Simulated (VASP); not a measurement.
**B4Ru: relaxation of cell and atoms with PBE**

The system is B4Ru.

```
B Ru
1.0
     3.46837    0.00000    0.00000
     0.00000    3.46837    0.00000
     0.00000    0.00000    3.46837
B Ru
4 1
Direct
  0.00000 0.00000 0.00000
  0.50000 0.00000 0.00000
  0.00000 0.50000 0.00000
  0.00000 0.00000 0.50000
  0.50000 0.50000 0.50000
```

```
Program                : VASP 6.6.1
Task                   : relaxation of cell and atoms
Functional             : PBE
Potentials or basis    : VASP PAW PBE potentials, release 64 (B, Ru_pv)
Cutoff                 : 600 eV
k mesh                 : 6 × 6 × 6
Occupations            : gaussian, width 0.1 eV
Spin                   : no spin polarisation
Dipole correction      : no
Further INCAR settings : ALGO = Normal; EDIFF = 1e-06; IBRION = 2; EDIFFG = -0.04; NSW = 90; ISIF = 3
```

The relaxed volume is 8.26 Å³/atom, the relaxed cell is a = 3.457 Å, b = 3.457 Å, c = 3.457 Å, α = 90.00°, β = 90.00°, γ = 90.00° and the space group after relaxing (to 0.05 Å) is Pm-3m (No. 221). The energy gained by relaxing is 0.1 meV/atom, the ionic steps are 2 and the pressure after relaxing is 0.7 GPa. The band gap on the k mesh is zero (band 13 reaches 10.22 eV, above the bottom of band 14 at 8.84 eV).

Step by step:
| step | energy change (eV) | largest force (eV/Å) | pressure (GPa) | volume (Å³) |
| --- | --- | --- | --- | --- |
| 1 | 0.0000 | 0.0000 | -1.28 | 41.72 |
| 2 | -0.0007 | 0.0000 | 0.74 | 41.32 |

Final structure:
```
CELL_PARAMETERS angstrom
3.45717 0.00000 0.00000
0.00000 3.45717 0.00000
0.00000 0.00000 3.45717
ATOMIC_POSITIONS crystal
B 0.00000 0.00000 0.00000
B 0.50000 0.00000 0.00000
B 0.00000 0.50000 0.00000
B 0.00000 0.00000 0.50000
Ru 0.50000 0.50000 0.50000
```

Levels at points of the mesh, in eV from the Fermi level:
```csv
k point,band 9,band 10,band 11,band 12,band 13,band 14,band 15,band 16,band 17
"(0.00, 0.00, 0.00)",-5.86,-1.77,-1.77,-1.77,0.03,1.97,1.97,2.59,2.59
"(0.50, 0.00, 0.00)",-1.94,-1.59,-1.32,-1.32,-1.21,-0.69,-0.49,-0.49,1.86
"(0.50, 0.50, 0.00)",-4.18,-4.18,-2.86,-1.04,-0.32,1.57,1.57,2.49,4.86
"(0.50, 0.50, 0.50)",-5.22,-5.22,-0.72,-0.72,0.27,0.27,0.27,3.23,5.15
```

Run time: 33 s on 1 thread of Intel(R) Xeon(R) Platinum 8259CL CPU @ 2.50GHz (Skylake/Cascade Lake), on a shared host, peak memory 0.16 GiB.
